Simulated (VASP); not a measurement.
# GaN in VASP: a series of runs

GaN is run at these levels: PBE; tasks: single point.

All numbers are computed with VASP 6.6.1; they aren't measurements. Logs are shortened: lines on timing, memory, paths and dates and some standing lists are left out, and cuts for length are marked.

## Step 1: The cell of the first run

The cell holds a slab with vacuum, 16 atoms: a = 3.218 Å, b = 5.243 Å, c = 24.291 Å, α = 90.00°, β = 90.00°, γ = 90.00°.

## Step 2: Single point, PBE

File INCAR:

```
SYSTEM = GaN
PREC = Accurate
ENCUT = 520
EDIFF = 1E-6
ISMEAR = 0
SIGMA = 0.05
LREAL = Auto
LASPH = .True.
NELM = 80
ALGO = Normal
ISIF = 2
LWAVE = .False.
LCHARG = .True.
LDIPOL = .True.
IDIPOL = 3
DIPOL = 0.5 0.5 0.500
GGA = PE
LELF = .True.
LVHAR = .True.
LVACPOTAV = .True.
NBANDS = 86
```

File KPOINTS:

```
regular mesh
0
Gamma
  8 5 1
  0 0 0
```

File POSCAR:

```
GaN
1.0
    3.2183708026      0.0000000000      0.0000000000
    0.0000000000      5.2431683762      0.0000000000
    0.0000000000      0.0000000000     24.2906362461
Ga N
8 8
Direct
    0.0000000000      0.0008651413      0.3087609532
    0.5000000000      0.5008651413      0.3470087625
    0.5000000000      0.0008651413      0.4235043813
    0.0000000000      0.5008651413      0.4617521906
    0.0000000000      0.0008651413      0.5382478094
    0.5000000000      0.5008651413      0.5764956187
    0.5000000000      0.0008651413      0.6529912375
    0.0000000000      0.5008651413      0.6912390468
    0.0000000000      0.6241348587      0.3087609532
    0.5000000000      0.1241348587      0.3470087625
    0.5000000000      0.6241348587      0.4235043813
    0.0000000000      0.1241348587      0.4617521906
    0.0000000000      0.6241348587      0.5382478094
    0.5000000000      0.1241348587      0.5764956187
    0.5000000000      0.6241348587      0.6529912375
    0.0000000000      0.1241348587      0.6912390468
```

Potentials or basis: VASP PAW PBE potentials, release 64 (Ga_d, N).

On the command line:

```console
$ cat potpaw_PBE.64/Ga_d/POTCAR potpaw_PBE.64/N/POTCAR > POTCAR
$ mpirun -np 1 vasp_std > vasp.out
```

OUTCAR:

```text
SYSTEM = GaN
   PREC = Accurate
   ENCUT = 520
   EDIFF = 1E-6
   ISMEAR = 0
   LREAL = Auto
   LASPH = .True.
   NELM = 80
   ISIF = 2
   GGA = PE

 ion  position               nearest neighbor table
   1  0.000  0.001  0.309-  10 1.97  10 1.97   9 1.98
   2  0.500  0.501  0.347-   9 1.97   9 1.97  11 1.97  10 1.98
   3  0.500  0.001  0.424-  12 1.97  12 1.97  10 1.97  11 1.98
   4  0.000  0.501  0.462-  11 1.97  11 1.97  13 1.97  12 1.98
   5  0.000  0.001  0.538-  14 1.97  14 1.97  12 1.97  13 1.98
   6  0.500  0.501  0.576-  13 1.97  13 1.97  15 1.97  14 1.98
   7  0.500  0.001  0.653-  16 1.97  16 1.97  14 1.97  15 1.98
   8  0.000  0.501  0.691-  15 1.97  15 1.97  16 1.98
   9  0.000  0.624  0.309-   2 1.97   2 1.97   1 1.98
  10  0.500  0.124  0.347-   1 1.97   1 1.97   3 1.97   2 1.98
  11  0.500  0.624  0.424-   4 1.97   4 1.97   2 1.97   3 1.98
  12  0.000  0.124  0.462-   3 1.97   3 1.97   5 1.97   4 1.98
  13  0.000  0.624  0.538-   6 1.97   6 1.97   4 1.97   5 1.98
  14  0.500  0.124  0.576-   5 1.97   5 1.97   7 1.97   6 1.98
  15  0.500  0.624  0.653-   8 1.97   8 1.97   6 1.97   7 1.98
  16  0.000  0.124  0.691-   7 1.97   7 1.97   8 1.98

  LATTYP: Found a simple orthorhombic cell.
 ALAT       =     3.2183708026
 B/A-ratio  =     1.6291374418
 C/A-ratio  =     7.5474945977

  Lattice vectors:

 A1 = (   3.2183708026,   0.0000000000,   0.0000000000)
 A2 = (   0.0000000000,   5.2431683762,   0.0000000000)
 A3 = (   0.0000000000,   0.0000000000,  24.2906362461)

Analysis of symmetry for initial positions (statically):
=====================================================================
 Subroutine PRICEL returns:
 Original cell was already a primitive cell.

 Routine SETGRP: Setting up the symmetry group for a
 simple orthorhombic supercell.

 Subroutine GETGRP returns: Found  4 space group operations
 (whereof  2 operations were pure point group operations)
 out of a pool of  8 trial point group operations.

The static configuration has the point symmetry C_1h.
 The point group associated with its full space group is C_2v.

Analysis of symmetry for dynamics (positions and initial velocities):
=====================================================================
 Subroutine PRICEL returns:
 Original cell was already a primitive cell.

 Routine SETGRP: Setting up the symmetry group for a
 simple orthorhombic supercell.

 Subroutine GETGRP returns: Found  4 space group operations
 (whereof  2 operations were pure point group operations)
 out of a pool of  8 trial point group operations.

The dynamic configuration has the point symmetry C_1h.
 The point group associated with its full space group is C_2v.

 Subroutine INISYM returns: Found  4 space group operations
 (whereof  2 operations are pure point group operations),
 and found     1 'primitive' translations

----------------------------------------------------------------------------------------

                                     Primitive cell

  volume of cell :     409.8914

  direct lattice vectors                    reciprocal lattice vectors
     3.218370803  0.000000000  0.000000000     0.310716217  0.000000000  0.000000000
     0.000000000  5.243168376  0.000000000     0.000000000  0.190724373  0.000000000
     0.000000000  0.000000000 24.290636246     0.000000000  0.000000000  0.041168127

  length of vectors
     3.218370803  5.243168376 24.290636246     0.310716217  0.190724373  0.041168127

  position of ions in fractional coordinates (direct lattice)
     0.000000000  0.000865141  0.308760953
     0.500000000  0.500865141  0.347008763
     0.500000000  0.000865141  0.423504381
     0.000000000  0.500865141  0.461752191
     0.000000000  0.000865141  0.538247809
     0.500000000  0.500865141  0.576495619
[... 8 lines left out ...]
     0.500000000  0.624134859  0.652991237
     0.000000000  0.124134859  0.691239047

  ion indices of the primitive-cell ions
   primitive index   ion index
                 1           1
                 2           2
                 3           3
                 4           4
                 5           5
                 6           6
[... 8 lines left out ...]
                15          15
                16          16

----------------------------------------------------------------------------------------

 KPOINTS: regular mesh

Automatic generation of k-mesh.
 Grid dimensions read from file:
 generate k-points for:    8    5    1

 Generating k-lattice:

  Cartesian coordinates                     Fractional coordinates (reciprocal lattice)
     0.038839527  0.000000000  0.000000000     0.125000000  0.000000000  0.000000000
     0.000000000  0.038144875  0.000000000     0.000000000  0.200000000  0.000000000
     0.000000000  0.000000000  0.041168127     0.000000000  0.000000000  1.000000000

  Length of vectors
     0.038839527  0.038144875  0.041168127

  Shift w.r.t. Gamma in fractional coordinates (k-lattice)
     0.000000000  0.000000000  0.000000000

 Subroutine IBZKPT returns following result:
 ===========================================

 Found     15 irreducible k-points:

 Following reciprocal coordinates:
            Coordinates               Weight
  0.000000  0.000000  0.000000      1.000000
  0.125000  0.000000  0.000000      2.000000
  0.250000  0.000000  0.000000      2.000000
  0.375000  0.000000  0.000000      2.000000
  0.500000  0.000000  0.000000      1.000000
  0.000000  0.200000  0.000000      2.000000
  0.125000  0.200000  0.000000      4.000000
  0.250000  0.200000  0.000000      4.000000
  0.375000  0.200000  0.000000      4.000000
  0.500000  0.200000  0.000000      2.000000
  0.000000  0.400000  0.000000      2.000000
  0.125000  0.400000  0.000000      4.000000
  0.250000  0.400000  0.000000      4.000000
  0.375000  0.400000  0.000000      4.000000
  0.500000  0.400000  0.000000      2.000000
   k-points           NKPTS =     15   k-points in BZ     NKDIM =     15   number of bands    NBANDS=     86
   number of dos      NEDOS =    301   number of ions     NIONS =     16
   total plane-waves  NPLWV = 184320
   dimension x,y,z NGX =    24 NGY =   40 NGZ =  192
   dimension x,y,z NGXF=    48 NGYF=   80 NGZF=  384
   ions per type =               8   8
   NGX,Y,Z   is equivalent  to a cutoff of  12.40, 12.68, 13.14 a.u.
   NGXF,Y,Z  is equivalent  to a cutoff of  24.79, 25.37, 26.28 a.u.
 SYSTEM =  GaN
   PREC   = accura    normal or accurate (medium, high low for compatibility)
   ISTART =      0    job   : 0-new  1-cont  2-samecut
   ICHARG =      2    charge: 1-file 2-atom 10-const
   ISPIN  =      1    spin polarized calculation?
   LNONCOLLINEAR =      F non collinear calculations
   LSORBIT =      F    spin-orbit coupling
   LASPH  =      T    aspherical Exc in radial PAW
   ENCUT  =  520.0 eV  38.22 Ry    6.18 a.u.   5.98  9.75 45.16*2*pi/ulx,y,z
   NELM   =     80;   NELMIN=  2; NELMDL= -5     # of ELM steps
   EDIFF  = 0.1E-05   stopping-criterion for ELM
   LREAL  =      T    real-space projection
   EDIFFG = 0.1E-04   stopping-criterion for IOM
   NSW    =      0    number of steps for IOM
   IBRION =     -1    ionic relax: 0-MD 1-quasi-New 2-CG
   NFREE  =      0    steps in history (QN), initial steepest desc. (CG)
   ISIF   =      2    stress and relaxation
   ISYM   =      2    0-nonsym 1-usesym 2-fastsym
   POTIM  = 0.5000    time-step for ionic-motion
   TEBEG  =    0.0;   TEEND  =   0.0 temperature during run
   PSTRESS=    0.0 pullay stress
   NELECT =     144.0000    total number of electrons
   NUPDOWN=      -1.0000    fix difference up-down
   EMIN   =  10.00;   EMAX   =-10.00  energy-range for DOS
   EFERMI =   0.00;   METHOD = LEGACY
   ISMEAR =     0;   SIGMA  =   0.05  broadening in eV -4-tet -1-fermi 0-gaus
   EFERMI_NEDOS =   21; number of points for ismear=-14 and -15
   IALGO  =     38    algorithm
   IMIX   =      4    mixing-type and parameters
     AMIX     =   0.40;   BMIX     =  1.00
     AMIX_MAG =   1.60;   BMIX_MAG =  1.00
  volume/ion in A,a.u.               =      25.62       172.88
  Fermi-wavevector in a.u.,A,eV,Ry     =   1.155153  2.182922 18.155312  1.334378
  Thomas-Fermi vector in A             =   2.291784
   LORBIT       =      0    0 simple, 1 ext, 2 COOP (PROOUT), +10 PAW based schemes
   GGA     = PE    functional components
   LHFCALC =     F    Hartree Fock is set to
   AEXX    =    0.0000 exact exchange contribution
   IVDW    =     0    specifies the selected vdW correction
   LEPSILON=     F    determine dielectric tensor
   LRPA    =     F    only Hartree local field effects (RPA)
 non-spin polarized calculation
 Gauss-broadening in eV      SIGMA  =   0.05
  energy-cutoff  :      520.00
  volume of cell :      409.89
 maximum number of plane-waves:     11096
 NGX is ok and might be reduce to    24
   NGX = 11   NGY = 19   NGZ = 91

 dipolmoment           0.000000      0.000000      0.000000 electrons x Angstroem

 number of electron     143.9999956 magnetization

 dipolmoment           0.000000      0.000000     -0.000000 electrons x Angstroem

 Free energy of the ion-electron system (eV)
  ---------------------------------------------------
  ext. energy  EPLUGINS =         0.00000000
  ---------------------------------------------------
  free energy    TOTEN  =       -92.96190477 eV

  energy without entropy =      -92.96190477  energy(sigma->0) =      -92.96190477

 E-fermi :  -0.0809     XC(G=0):  -5.9618

 val. band max:       -0.2784530135   @ k =   0.0000   0.0000   0.0000
 cond. band min:       0.1162605941   @ k =   0.0000   0.0000   0.0000
 fundamental gap:      0.3947136076
 Fermi energy:        -0.0809181201

 k-point     1 :       0.0000    0.0000    0.0000
  band No.  band energies     occupation
      1     -16.4340      2.00000
      2     -16.2098      2.00000
      3     -15.9936      2.00000
      4     -15.7866      2.00000
      5     -15.6342      2.00000
      6     -15.5496      2.00000
[... 76 lines left out ...]
     83       5.1711      0.00000
     84       5.1993      0.00000

 k-point     2 :       0.1250    0.0000    0.0000
  band No.  band energies     occupation
      1     -16.3465      2.00000
      2     -16.1580      2.00000
      3     -15.9613      2.00000
      4     -15.7579      2.00000
      5     -15.6129      2.00000
      6     -15.5413      2.00000
[... 1120 lines left out ...]
     83       6.5606      0.00000
     84       6.6243      0.00000

 k-point    15 :       0.5000    0.4000    0.0000
  band No.  band energies     occupation
      1     -15.9100      2.00000
      2     -15.9099      2.00000
      3     -15.6916      2.00000
      4     -15.6454      2.00000
      5     -15.4680      2.00000
      6     -15.4642      2.00000
[... 76 lines left out ...]
     83       6.6931      0.00000
     84       6.9038      0.00000
 [bands above 84 left out]

------------------------ aborting loop because EDIFF is reached ----------------------------------------

  FORCE on cell =-STRESS in cart. coord.  units (eV):
  Direction    XX          YY          ZZ          XY          YZ          ZX
  --------------------------------------------------------------------------------------
  -------------------------------------------------------------------------------------
  Total       -0.9598533     -7.9063058     -1.3468419      0.0000000      0.0000000      0.0000000
  in kB       -3.7518603    -30.9040514     -5.2645157      0.0000000      0.0000000      0.0000000
  external PRESSURE =     -13.3068092 kB  Pullay stress =       0.0000000 kB

 VOLUME and BASIS-vectors are now :
 -----------------------------------------------------------------------------
  energy-cutoff  :      520.00
  volume of cell :      409.89
      direct lattice vectors                 reciprocal lattice vectors
     3.218370803  0.000000000  0.000000000     0.310716217  0.000000000  0.000000000
     0.000000000  5.243168376  0.000000000     0.000000000  0.190724373  0.000000000
     0.000000000  0.000000000 24.290636246     0.000000000  0.000000000  0.041168127

 POSITION                                       TOTAL-FORCE (eV/Angst)
 -----------------------------------------------------------------------------------
      0.00000      0.00454      7.50000         0.000000     -2.058460      1.472802
      1.60919      2.62612      8.42906         0.000000      1.164727     -1.475035
      1.60919      0.00454     10.28719         0.000000     -0.471005      0.280448
      0.00000      2.62612     11.21625         0.000000      0.135036     -0.202910
      0.00000      0.00454     13.07438         0.000000      0.135036      0.202910
      1.60919      2.62612     14.00345         0.000000     -0.471005     -0.280448
[... 8 lines left out ...]
      1.60919      3.27244     15.86157         0.000000      0.537576      1.038927
      0.00000      0.65086     16.79064         0.000000      0.692787     -0.410073
 -----------------------------------------------------------------------------------
    total drift:                                0.000000     -0.005647      0.000046

  FREE ENERGIE OF THE ION-ELECTRON SYSTEM (eV)
  ---------------------------------------------------
  free  energy   TOTEN  =       -92.9619047683 eV

  energy  without entropy=      -92.9619047680  energy(sigma->0) =      -92.96190477

 vacuum level on the upper side and lower side of the slab         4.815         4.815
```

Wall time 23 min (1 thread of Intel Xeon Platinum 8259CL at 2.50GHz (Skylake/Cascade Lake), shared host); peak memory 0.62 GiB.

What came out:

| Property | Result |
| --- | --- |
| Free energy | -92.9619 eV |
| Largest force | 2.531 eV/Å |
| Band gap on the k mesh | 0.39 eV |

Forces in eV/Å, atoms in the order of the input:
```
Ga   0.000 -2.058  1.473
Ga   0.000  1.165 -1.475
Ga   0.000 -0.471  0.280
Ga   0.000  0.135 -0.203
Ga   0.000  0.135  0.203
Ga   0.000 -0.471 -0.280
Ga   0.000  1.165  1.475
Ga   0.000 -2.058 -1.473
N    0.000  0.693  0.410
N    0.000  0.538 -1.039
N    0.000 -0.029  0.619
N    0.000  0.028 -0.308
N    0.000  0.028  0.308
N    0.000 -0.029 -0.619
N    0.000  0.538  1.039
N    0.000  0.693 -0.410
```

## Step 3: Single point, PBE

File INCAR:

```
SYSTEM = GaN
  PREC = Accurate
  ENCUT = 520
  EDIFF = 1E-6
  ISMEAR = 0
  SIGMA = 0.05
  LREAL = Auto
  LASPH = .TRUE.
  NELM = 60
  ALGO = Normal
  ISIF = 2
  LWAVE = .FALSE.
  LCHARG = .FALSE.
  LDIPOL = .TRUE.
  IDIPOL = 3
  DIPOL = 0.5 0.5 0.500
  GGA = PE
  NBANDS = 86
```

File KPOINTS:

```
regular mesh
0
G
  8 5 1
  0 0 0
```

File POSCAR:

```
GaN
1.0
    3.2183708026      0.0000000000      0.0000000000
    0.0000000000      5.2431683762      0.0000000000
    0.0000000000      0.0000000000     24.2906362461
Ga N
8 8
Direct
    0.0000000000     -0.0276088859      0.3202603443
    0.5000000000      0.5078197719      0.3426610057
    0.5000000000      0.0004638098      0.4255577351
    0.0000000000      0.5056612675      0.4606294936
    0.0000000000      0.0056612710      0.5393704992
    0.5000000000      0.5004638009      0.5744422593
    0.5000000000      0.0078197832      0.6573389825
    0.0000000000      0.4723911273      0.6797396559
    0.0000000000      0.6272029400      0.3094885572
    0.5000000000      0.1321681826      0.3460486424
    0.5000000000      0.6261663613      0.4234139074
    0.0000000000      0.1281265355      0.4617198470
    0.0000000000      0.6281265413      0.5382801663
    0.5000000000      0.1261663526      0.5765860996
    0.5000000000      0.6321681946      0.6539513676
    0.0000000000      0.1272029463      0.6905114369
```

Potentials or basis: VASP PAW PBE potentials, release 64 (Ga_d, N).

On the command line:

```console
$ cat potpaw_PBE.64/Ga_d/POTCAR potpaw_PBE.64/N/POTCAR > POTCAR
$ mpirun -np 1 vasp_std > vasp.out
```

OUTCAR:

```text
SYSTEM = GaN
   PREC = Accurate
   ENCUT = 520
   EDIFF = 1E-6
   ISMEAR = 0
   LREAL = Auto
   LASPH = .TRUE.
   NELM = 60
   ISIF = 2
   GGA = PE

 ion  position               nearest neighbor table
   1  0.000  0.972  0.320-   9 1.83  10 1.92  10 1.92
   2  0.500  0.508  0.343-   9 1.91   9 1.91  10 1.97  11 2.06
   3  0.500  0.000  0.426-  12 1.95  12 1.95  11 1.96  10 2.05
   4  0.000  0.506  0.461-  11 1.95  11 1.95  12 1.98  13 1.99
   5  0.000  0.006  0.539-  14 1.95  14 1.95  13 1.98  12 1.99
   6  0.500  0.500  0.574-  13 1.95  13 1.95  14 1.96  15 2.05
   7  0.500  0.008  0.657-  16 1.91  16 1.91  15 1.97  14 2.06
[... 1543 lines left out ...]
  external PRESSURE =       7.3520510 kB  Pullay stress =       0.0000000 kB

 VOLUME and BASIS-vectors are now :
 -----------------------------------------------------------------------------
  energy-cutoff  :      520.00
  volume of cell :      409.89
      direct lattice vectors                 reciprocal lattice vectors
     3.218370803  0.000000000  0.000000000     0.310716217  0.000000000  0.000000000
     0.000000000  5.243168376  0.000000000     0.000000000  0.190724373  0.000000000
     0.000000000  0.000000000 24.290636246     0.000000000  0.000000000  0.041168127

 POSITION                                       TOTAL-FORCE (eV/Angst)
 -----------------------------------------------------------------------------------
      0.00000      5.09841      7.77933         0.000000     -0.036905     -0.015662
      1.60919      2.66258      8.32345         0.000000      0.014935     -0.038412
      1.60919      0.00243     10.33707         0.000000     -0.004204     -0.005632
      0.00000      2.65127     11.18898         0.000000      0.003471     -0.007716
      0.00000      0.02968     13.10165         0.000000      0.003471      0.007716
      1.60919      2.62402     13.95357         0.000000     -0.004204      0.005632
[... 8 lines left out ...]
      1.60919      3.31456     15.88489         0.000000      0.006612     -0.005677
      0.00000      0.66695     16.77296         0.000000      0.017711     -0.018433
 -----------------------------------------------------------------------------------
    total drift:                                0.000000      0.005753     -0.000235

  FREE ENERGIE OF THE ION-ELECTRON SYSTEM (eV)
  ---------------------------------------------------
  free  energy   TOTEN  =       -94.0289898458 eV

  energy  without entropy=      -94.0289898458  energy(sigma->0) =      -94.02898985

 vacuum level on the upper side and lower side of the slab         4.857         4.857
```

Run time: 29 min. Hardware: 1 thread of Intel Xeon 8259CL, shared host; peak memory 0.63 GiB.

What came out:

```yaml
Free_energy: -94.0290 eV
Largest_force: 0.041 eV/Å
Band_gap_on_the_k_mesh: 1.46 eV (least direct gap 1.49 eV)
```

Forces in eV/Å, atoms in the order of the input:
```
Ga   0.000 -0.037 -0.016
Ga   0.000  0.015 -0.038
Ga   0.000 -0.004 -0.006
Ga   0.000  0.003 -0.008
Ga   0.000  0.003  0.008
Ga   0.000 -0.004  0.006
Ga   0.000  0.015  0.038
Ga   0.000 -0.037  0.016
N    0.000  0.018  0.018
N    0.000  0.007  0.006
N    0.000  0.000  0.019
N    0.000 -0.002  0.001
N    0.000 -0.002 -0.001
N    0.000  0.000 -0.019
N    0.000  0.007 -0.006
N    0.000  0.018 -0.018
```
